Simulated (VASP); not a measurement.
The system is GaAs.

```
Ga As
1.0
     0.00000    2.82685    2.82685
     2.82685    0.00000    2.82685
     2.82685    2.82685    0.00000
Ga As
1 1
Direct
  0.00000 0.00000 0.00000
  0.75000 0.75000 0.75000
```

Base run:

- Program: VASP 6.6.1
- Functional: PBEsol
- Potentials or basis: VASP PAW PBE potentials, release 64 (Ga_d, As)
- Cutoff: 520 eV
- k mesh: 10 × 10 × 10
- Occupations: fermi-dirac, width 0.08 eV
- Spin: no spin polarisation

Its results: band gap on the k mesh 0.46 eV; pressure 0.4 GPa.

Problem. The run is repeated on the same cell with these changes: functional from PBEsol to r2SCAN. What comes out?

Solution. Band gap on the k mesh 1.00 eV; pressure 0.6 GPa.

Caveats: the PAW data sets were made with another functional, which shifts forces and pressure a little; semilocal functionals underestimate gaps, and a narrow one can read as zero (at least some runs).

A k mesh can miss the band edges.
